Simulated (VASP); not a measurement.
Set up this calculation in VASP 6.6.1, as the native input.

* Task: relaxation of shape and atoms at fixed volume
* Functional: BLYP
* Potentials or basis: VASP PAW PBE potentials, release 64 (Sb, Mg)
* Cutoff: 600 eV
* k mesh: 6 × 6 × 4
* Occupations: gaussian, width 0.05 eV
* Spin: no spin polarisation
* Dipole correction: no
* Further INCAR settings: ALGO = Normal; EDIFF = 1e-07; IBRION = 2; EDIFFG = -0.01; NSW = 60; ISIF = 4

The structure of Mg3Sb2 lies in POSCAR:

```
Mg3Sb2
1.0
    4.5876330611      0.0000000000      0.0000000000
   -2.2938165305      3.9730067741      0.0000000000
    0.0000000000      0.0000000000      7.3171188667
Sb Mg
2 3
Direct
    0.3333333333      0.6666666667      0.2305452044
    0.6666666667      0.3333333333      0.7694547956
    0.0000000000      0.0000000000      0.0000000000
    0.3333333333      0.6666666667      0.6326613638
    0.6666666667      0.3333333333      0.3673386362
```

One way to write it, as run:

INCAR

```
SYSTEM = Mg3Sb2
PREC = Accurate ; ENCUT = 600
EDIFF = 1E-7 ; ISMEAR = 0
SIGMA = 0.05 ; LREAL = .FALSE.
LASPH = .TRUE. ; NELM = 120
ALGO = Normal ; ISIF = 4
LWAVE = .FALSE. ; LCHARG = .FALSE.
GGA = B5 ; ALDAX = 1.0
AGGAX = 1.0 ; AGGAC = 1.0
ALDAC = 0.0 ; IBRION = 2
NSW = 60 ; EDIFFG = -0.01
GGA_COMPAT = .FALSE. ; NELMIN = 4
```

KPOINTS

```
regular mesh
0
G
  6 6 4
  0 0 0
```

Potentials or basis: VASP PAW PBE potentials, release 64 (Sb, Mg).

Run with:

```bash
$ cat potpaw_PBE.64/Sb/POTCAR potpaw_PBE.64/Mg/POTCAR > POTCAR
$ mpirun -np 1 vasp_std > vasp.out
```

It gave:

The energy gained by relaxing is 0.2 meV/atom, the ionic steps are 3 and the pressure after relaxing is 1.8 GPa. The largest force after relaxing is 0.009 eV/Å and the band gap on the k mesh is 0.39 eV (least direct gap 1.16 eV).

Caveat: the PAW data sets were made with another functional, which shifts forces and pressure a little; spin-orbit coupling is left out, which moves the levels of the heavy elements.

Run time: 2.4 min on 1 thread of Intel(R) Xeon(R) Platinum 8124M CPU @ 3.00GHz (Skylake/Cascade Lake), with other jobs on the host, peak memory 0.33 GiB.
